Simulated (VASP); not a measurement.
The system is Mg3CdSe4.

```
Mg Cd Se
1.0
     4.05090    0.00000    0.00000
     0.00000    4.05090    0.00000
     0.00000    0.00000   11.45768
Mg Cd Se
3 1 4
Direct
  0.00000 0.00000 0.75000
  0.00000 0.00000 0.25000
  0.50000 0.50000 0.50000
  0.50000 0.50000 0.00000
  0.00000 0.00000 0.00000
  0.50000 0.50000 0.25000
  0.00000 0.00000 0.50000
  0.50000 0.50000 0.75000
```

| Quantity | Value |
| --- | --- |
| Program | VASP 6.6.1 |
| Task | relaxation of cell and atoms |
| Functional | PBE |
| Potentials or basis | VASP PAW PBE potentials, release 64 (Mg, Cd, Se) |
| Cutoff | 600 eV |
| k mesh | 10 × 10 × 4 |
| Occupations | gaussian, width 0.02 eV |
| Spin | no spin polarisation |

At the start: pressure -4.1 GPa; volume 23.50 Å³/atom.

Question: How do energy, volume and symmetry change on relaxing?

Answer: Over 8 steps the energy falls by 28.1 meV/atom and the volume is 21.69 Å³/atom (-7.7 %); space group P4/mmm (No. 123, to 0.1 Å) before and after.

Step by step:
```tsv
step	energy change (eV)	largest force (eV/Å)	pressure (GPa)	volume (Å³)
1	0.0000	0.2841	-4.11	188.02
2	-0.2048	0.3011	0.54	172.09
3	-0.2065	0.3001	0.09	173.30
4	-0.2142	0.2043	0.08	173.28
5	-0.2216	0.1061	0.06	173.23
6	-0.2231	0.0777	-0.04	173.51
7	-0.2240	0.0192	-0.23	174.07
8	-0.2246	0.0090	-0.03	173.50
```

Final structure:
```yaml
crystal:
  lattice:
    - [3.94392, 0.00000, 0.00000]
    - [0.00000, 3.94392, 0.00000]
    - [0.00000, 0.00000, 11.15432]
  atoms:
    - { symbol: Mg, position: [0.00000, 0.00000, 0.74632] }
    - { symbol: Mg, position: [0.00000, 0.00000, 0.25368] }
    - { symbol: Mg, position: [0.50000, 0.50000, 0.50000] }
    - { symbol: Cd, position: [0.50000, 0.50000, 0.00000] }
    - { symbol: Se, position: [0.00000, 0.00000, 0.00000] }
    - { symbol: Se, position: [0.50000, 0.50000, 0.25585] }
    - { symbol: Se, position: [0.00000, 0.00000, 0.50000] }
    - { symbol: Se, position: [0.50000, 0.50000, 0.74415] }
```
